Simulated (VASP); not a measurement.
# Ti (P6/mmm) in VASP: a series of runs

Aim: see how the results for Ti move with the level of theory and the settings. Levels: PBEsol, r2SCAN, PBE, BLYP. Tasks: relaxation of cell and atoms, single point.

Everything below comes from runs of VASP 6.6.1. Logs are shortened: lines on timing, memory, paths and dates and some standing lists are left out, and cuts for length are marked.

## 1. The cell of the first run

It takes space group P6/mmm (No. 191, hexagonal). Conventional cell: a = 4.567 Å, b = 4.567 Å, c = 2.826 Å, α = 90.00°, β = 90.00°, γ = 120.00°. Within 3.5 Å of Ti (site symmetry -6m2) lie 11 Ti at 2.64 to 2.99 Å. Within 3.7 Å of Ti (site symmetry 6/mmm) lie 14 Ti at 2.83 to 2.99 Å.

This isn't the form of Ti at room conditions, which is hcp.

## 2. Relaxation of cell and atoms, PBEsol, target pressure 20 GPa, at which the enthalpy is minimised

The input, INCAR:

```
SYSTEM = Ti
  ALGO = Normal
  EDIFF = 1E-7
  EDIFFG = -0.01
  ENCUT = 600
  GGA = PS
  IBRION = 2
  ISIF = 3
  ISMEAR = -1
  LASPH = .TRUE.
  LCHARG = .FALSE.
  LREAL = .FALSE.
  LWAVE = .FALSE.
  NELM = 100
  NSW = 60
  PREC = Accurate
  PSTRESS = 200.0
  SIGMA = 0.05
```

The input, KPOINTS:

```
k-points
0
G
  7 7 9
  0 0 0
```

The input, POSCAR:

```
Ti
1.0
    4.5673748306      0.0000000000      0.0000000000
   -2.2836874153      3.9554626319      0.0000000000
    0.0000000000      0.0000000000      2.8262442700
Ti
3
Direct
    0.6666666667      0.3333333333      0.5000000000
    0.3333333333      0.6666666667      0.5000000000
    0.0000000000      0.0000000000      0.0000000000
```

Potentials or basis: VASP PAW PBE potentials, release 64 (Ti_sv).

On the command line:

```bash
$ cat potpaw_PBE.64/Ti_sv/POTCAR > POTCAR
$ mpirun -np 1 vasp_std > vasp.out
```

OUTCAR:

```text
SYSTEM = Ti
   EDIFF = 1E-7
   EDIFFG = -0.01
   ENCUT = 600
   GGA = PS
   IBRION = 2
   ISIF = 3
   ISMEAR = -1
   LASPH = .TRUE.
   LREAL = .FALSE.
   NELM = 100
   NSW = 60
   PREC = Accurate
   PSTRESS = 200.0

 ion  position               nearest neighbor table
   1  0.667  0.333  0.500-   2 2.64   2 2.64   2 2.64
   2  0.333  0.667  0.500-   1 2.64   1 2.64   1 2.64
   3  0.000  0.000  0.000-

  LATTYP: Found a hexagonal cell.
 ALAT       =     4.5673748306
 C/A-ratio  =     0.6187896494

  Lattice vectors:

 A1 = (   4.5673748306,   0.0000000000,   0.0000000000)
 A2 = (  -2.2836874153,   3.9554626319,   0.0000000000)
 A3 = (   0.0000000000,   0.0000000000,   2.8262442700)

Analysis of symmetry for initial positions (statically):
=====================================================================
 Subroutine PRICEL returns:
 Original cell was already a primitive cell.

 Routine SETGRP: Setting up the symmetry group for a
 hexagonal supercell.

 Subroutine GETGRP returns: Found 24 space group operations
 (whereof 24 operations were pure point group operations)
 out of a pool of 24 trial point group operations.

The static configuration has the point symmetry D_6h.

Analysis of symmetry for dynamics (positions and initial velocities):
=====================================================================
 Subroutine PRICEL returns:
 Original cell was already a primitive cell.

 Routine SETGRP: Setting up the symmetry group for a
 hexagonal supercell.

 Subroutine GETGRP returns: Found 24 space group operations
 (whereof 24 operations were pure point group operations)
 out of a pool of 24 trial point group operations.

The dynamic configuration has the point symmetry D_6h.

 Subroutine INISYM returns: Found 24 space group operations
 (whereof 24 operations are pure point group operations),
 and found     1 'primitive' translations

----------------------------------------------------------------------------------------

                                     Primitive cell

  volume of cell :      51.0592

  direct lattice vectors                    reciprocal lattice vectors
     4.567374831  0.000000000  0.000000000     0.218944150  0.126407464  0.000000000
    -2.283687415  3.955462632  0.000000000     0.000000000  0.252814928  0.000000000
     0.000000000  0.000000000  2.826244270     0.000000000  0.000000000  0.353826458

  length of vectors
     4.567374831  4.567374831  2.826244270     0.252814928  0.252814928  0.353826458

  position of ions in fractional coordinates (direct lattice)
     0.666666667  0.333333333  0.500000000
     0.333333333  0.666666667  0.500000000
     0.000000000  0.000000000  0.000000000

  ion indices of the primitive-cell ions
   primitive index   ion index
                 1           1
                 2           2
                 3           3

----------------------------------------------------------------------------------------

 KPOINTS: k-points

Automatic generation of k-mesh.
 Grid dimensions read from file:
 generate k-points for:    7    7    9

 Generating k-lattice:

  Cartesian coordinates                     Fractional coordinates (reciprocal lattice)
     0.031277736  0.018058209  0.000000000     0.142857143 -0.000000000  0.000000000
     0.000000000  0.036116418  0.000000000     0.000000000  0.142857143  0.000000000
     0.000000000  0.000000000  0.039314051     0.000000000  0.000000000  0.111111111

  Length of vectors
     0.036116418  0.036116418  0.039314051

  Shift w.r.t. Gamma in fractional coordinates (k-lattice)
     0.000000000  0.000000000  0.000000000

 Subroutine IBZKPT returns following result:
 ===========================================

 Found     40 irreducible k-points:

 Following reciprocal coordinates:
            Coordinates               Weight
  0.000000  0.000000  0.000000      1.000000
  0.142857  0.000000  0.000000      6.000000
  0.285714  0.000000  0.000000      6.000000
  0.428571  0.000000  0.000000      6.000000
  0.142857  0.142857  0.000000      6.000000
  0.285714  0.142857  0.000000     12.000000
[... 16 lines left out ...]
  0.428571  0.142857  0.222222     12.000000
  0.285714  0.285714  0.222222     12.000000
 [... further k-points ...]
   k-points           NKPTS =     40   k-points in BZ     NKDIM =     40   number of bands    NBANDS=     22
   number of dos      NEDOS =    301   number of ions     NIONS =      3
   total plane-waves  NPLWV =  31104
   dimension x,y,z NGX =    36 NGY =   36 NGZ =   24
   dimension x,y,z NGXF=    72 NGYF=   72 NGZF=   48
   ions per type =               3
   NGX,Y,Z   is equivalent  to a cutoff of  13.10, 13.10, 14.12 a.u.
   NGXF,Y,Z  is equivalent  to a cutoff of  26.21, 26.21, 28.23 a.u.
 SYSTEM =  Ti
   PREC   = accura    normal or accurate (medium, high low for compatibility)
   ISTART =      0    job   : 0-new  1-cont  2-samecut
   ICHARG =      2    charge: 1-file 2-atom 10-const
   ISPIN  =      1    spin polarized calculation?
   LNONCOLLINEAR =      F non collinear calculations
   LSORBIT =      F    spin-orbit coupling
   LASPH  =      T    aspherical Exc in radial PAW
   ENCUT  =  600.0 eV  44.10 Ry    6.64 a.u.   9.12  9.12  5.64*2*pi/ulx,y,z
   NELM   =    100;   NELMIN=  2; NELMDL= -5     # of ELM steps
   EDIFF  = 0.1E-06   stopping-criterion for ELM
   LREAL  =      F    real-space projection
   EDIFFG = -.1E-01   stopping-criterion for IOM
   NSW    =     60    number of steps for IOM
   IBRION =      2    ionic relax: 0-MD 1-quasi-New 2-CG
   NFREE  =      1    steps in history (QN), initial steepest desc. (CG)
   ISIF   =      3    stress and relaxation
   ISYM   =      2    0-nonsym 1-usesym 2-fastsym
   POTIM  = 0.5000    time-step for ionic-motion
   TEBEG  =    0.0;   TEEND  =   0.0 temperature during run
   PSTRESS=  200.0 pullay stress
   NELECT =      36.0000    total number of electrons
   NUPDOWN=      -1.0000    fix difference up-down
   EMIN   =  10.00;   EMAX   =-10.00  energy-range for DOS
   EFERMI =   0.00;   METHOD = LEGACY
   ISMEAR =    -1;   SIGMA  =   0.05  broadening in eV -4-tet -1-fermi 0-gaus
   EFERMI_NEDOS =   21; number of points for ismear=-14 and -15
   IALGO  =     38    algorithm
   IMIX   =      4    mixing-type and parameters
     AMIX     =   0.40;   BMIX     =  1.00
     AMIX_MAG =   1.60;   BMIX_MAG =  1.00
  volume/ion in A,a.u.               =      17.02       114.85
  Fermi-wavevector in a.u.,A,eV,Ry     =   1.457084  2.753489 28.886426  2.123092
  Thomas-Fermi vector in A             =   2.573926
   LORBIT       =      0    0 simple, 1 ext, 2 COOP (PROOUT), +10 PAW based schemes
   GGA     = PS    functional components
   LHFCALC =     F    Hartree Fock is set to
   AEXX    =    0.0000 exact exchange contribution
   IVDW    =     0    specifies the selected vdW correction
   LEPSILON=     F    determine dielectric tensor
   LRPA    =     F    only Hartree local field effects (RPA)
 conjugate gradient relaxation of ions
 non-spin polarized calculation
  energy-cutoff  :      600.00
  volume of cell :       51.06
 maximum number of plane-waves:      1728
   NGX = 19   NGY = 19   NGZ = 11

--------------------------------------- Ionic step        1  -------------------------------------------

 number of electron      35.9999989 magnetization

 Free energy of the ion-electron system (eV)
  ---------------------------------------------------
  ext. energy  EPLUGINS =         0.00000000
  ---------------------------------------------------
  free energy    TOTEN  =       -25.04953557 eV

  energy without entropy =      -25.02720117  energy(sigma->0) =      -25.03836837

 E-fermi :   8.3038     XC(G=0): -11.7318

 val. band max:        8.2941465771   @ k =   0.4286   0.1429   0.3333
 cond. band min:       8.3397162349   @ k =   0.2857   0.1429   0.0000
 fundamental gap:      0.0455696578
 Fermi energy:         8.3038089393

 k-point     1 :       0.0000    0.0000    0.0000
  band No.  band energies     occupation
      1     -48.3310      2.00000
      2     -48.0709      2.00000
      3     -47.9013      2.00000
      4     -24.7500      2.00000
      5     -24.7500      2.00000
      6     -24.6443      2.00000
[... 14 lines left out ...]
     21       9.6058      0.00000
     22       9.6058      0.00000
[... 552 lines left out ...]
  band No.  band energies     occupation
      1     -48.2925      2.00000
      2     -47.9881      2.00000
      3     -47.9543      2.00000
      4     -24.7803      2.00000
      5     -24.7528      2.00000
      6     -24.6946      2.00000
[... 14 lines left out ...]
     21       9.0616      0.00000
     22       9.3273      0.00000

 [... further k-points ...]

------------------------ aborting loop because EDIFF is reached ----------------------------------------

  FORCE on cell =-STRESS in cart. coord.  units (eV):
  Direction    XX          YY          ZZ          XY          YZ          ZX
  --------------------------------------------------------------------------------------
  -------------------------------------------------------------------------------------
  Total       -1.2593216     -1.2593216     -1.2294710      0.0000000      0.0000000      0.0000000
  in kB      -39.5160561    -39.5160561    -38.5793782      0.0000000      0.0000000      0.0000000
  external PRESSURE =    -239.2038301 kB  Pullay stress =     200.0000000 kB

 VOLUME and BASIS-vectors are now :
 -----------------------------------------------------------------------------
  energy-cutoff  :      600.00
  volume of cell :       51.06
      direct lattice vectors                 reciprocal lattice vectors
     4.567374831  0.000000000  0.000000000     0.218944150  0.126407464  0.000000000
    -2.283687415  3.955462632  0.000000000     0.000000000  0.252814928  0.000000000
     0.000000000  0.000000000  2.826244270     0.000000000  0.000000000  0.353826458
[... 282 lines left out ...]
  FREE ENERGIE OF THE ION-ELECTRON SYSTEM (eV)
  ---------------------------------------------------
  free  energy   TOTEN  =       -24.7195591965 eV

  energy  without entropy=      -24.6956740953  energy(sigma->0) =      -24.70761665

  enthalpy is  TOTEN    =       -19.3376711479 eV   P V=        5.3818880486

--------------------------------------- Ionic step        9  -------------------------------------------

 number of electron      36.0000005 magnetization

 Free energy of the ion-electron system (eV)
  ---------------------------------------------------
  ext. energy  EPLUGINS =         0.00000000
  ---------------------------------------------------
  free energy    TOTEN  =       -24.72476567 eV

  energy without entropy =      -24.70088128  energy(sigma->0) =      -24.71282348

 E-fermi :  10.2378     XC(G=0): -12.5671

 val. band max:       10.2359980746   @ k =   0.4286   0.1429   0.3333
 cond. band min:      10.2599181732   @ k =   0.0000   0.0000   0.0000
 fundamental gap:      0.0239200986
 Fermi energy:        10.2377542569

 k-point     1 :       0.0000    0.0000    0.0000
  band No.  band energies     occupation
      1     -46.1268      2.00000
      2     -45.8470      2.00000
      3     -45.5786      2.00000
      4     -22.6429      2.00000
      5     -22.6429      2.00000
      6     -22.5999      2.00000
[... 14 lines left out ...]
     21      11.7352      0.00000
     22      11.7352      0.00000
[... 552 lines left out ...]
  band No.  band energies     occupation
      1     -46.0092      2.00000
      2     -45.7421      2.00000
      3     -45.6799      2.00000
      4     -22.8164      2.00000
      5     -22.6451      2.00000
      6     -22.5583      2.00000
[... 14 lines left out ...]
     21      11.1881      0.00000
     22      11.3863      0.00000

 [... further k-points ...]

------------------------ aborting loop because EDIFF is reached ----------------------------------------

  FORCE on cell =-STRESS in cart. coord.  units (eV):
  Direction    XX          YY          ZZ          XY          YZ          ZX
  --------------------------------------------------------------------------------------
  -------------------------------------------------------------------------------------
  Total        5.3906149      5.3906149      5.3916477      0.0000000     -0.0000000      0.0000000
  in kB      200.1320735    200.1320735    200.1704168      0.0000000     -0.0000000      0.0000000
  external PRESSURE =       0.1448546 kB  Pullay stress =     200.0000000 kB

 VOLUME and BASIS-vectors are now :
 -----------------------------------------------------------------------------
  energy-cutoff  :      600.00
  volume of cell :       43.16
      direct lattice vectors                 reciprocal lattice vectors
     4.308651040  0.000000000  0.000000000     0.232091202  0.133997918  0.000000000
    -2.154325520  3.731401257 -0.000000000     0.000000000  0.267995836 -0.000000000
    -0.000000000  0.000000000  2.684225021    -0.000000000  0.000000000  0.372547008

 POSITION                                       TOTAL-FORCE (eV/Angst)
 -----------------------------------------------------------------------------------
      2.15433      1.24380      1.34211         0.000000      0.000000     -0.000000
     -0.00000      2.48760      1.34211        -0.000000     -0.000000      0.000000
     -0.00000      0.00000     -0.00000        -0.000000      0.000000     -0.000000
 -----------------------------------------------------------------------------------
    total drift:                                0.000000      0.000000     -0.000000

  FREE ENERGIE OF THE ION-ELECTRON SYSTEM (eV)
  ---------------------------------------------------
  free  energy   TOTEN  =       -24.7247656696 eV

  energy  without entropy=      -24.7008812805  energy(sigma->0) =      -24.71282348

  enthalpy is  TOTEN    =       -19.3377081976 eV   P V=        5.3870574719

 reached required accuracy - stopping structural energy minimisation
```

It took 6.9 min on 1 thread of Intel Xeon Platinum 8259CL at 2.50GHz (Skylake/Cascade Lake), shared host; peak memory 0.21 GiB.

Results:

```yaml
Free_energy: -24.7248 eV
Relaxed_volume: 14.39 Å³/atom
Relaxed_cell: a = 4.309 Å, b = 4.309 Å, c = 2.684 Å, α = 90.00°, β = 90.00°, γ = 120.00°
Space_group_after_relaxing_to_0.1_Å: P6/mmm (No. 191)
Energy_change_on_relaxing_the_run_minimises_the_enthalpy: +108.3 meV/atom
Ionic_steps: 9
Pressure_after_relaxing: 20.0 GPa
Band_gap_on_the_k_mesh: zero (bands 18 and 19 overlap by 0.43 eV)
```

Step by step:
| step | energy change (eV) | largest force (eV/Å) | pressure (GPa) | volume (Å³) |
| --- | --- | --- | --- | --- |
| 1 | 0.0000 | 0.0000 | -3.92 | 51.06 |
| 2 | 2.7541 | 0.0000 | 78.03 | 34.49 |
| 3 | 0.2766 | 0.0000 | 18.32 | 43.57 |
| 4 | 0.3174 | 0.0000 | 19.75 | 43.22 |
| 5 | 0.3360 | 0.0000 | 20.39 | 43.07 |
| 6 | 0.3112 | 0.0000 | 19.53 | 43.27 |
| 7 | 0.3152 | 0.0000 | 19.68 | 43.23 |
| 8 | 0.3300 | 0.0000 | 20.18 | 43.11 |
| 9 | 0.3248 | 0.0000 | 20.01 | 43.16 |

Final structure:
```
Ti
1.0
     4.30865    0.00000    0.00000
    -2.15433    3.73140    0.00000
     0.00000    0.00000    2.68423
Ti
3
Cartesian
  2.1543 1.2438 1.3421
  0.0000 2.4876 1.3421
  0.0000 0.0000 0.0000
```

Caveat: the cell is relaxed towards a set pressure, so the run minimises the enthalpy, not the energy; the volume moved by over 15 % at a fixed basis, so the end points are rough; the PAW data sets were made with another functional, which shifts forces and pressure a little.

[end of part 1 of 2]
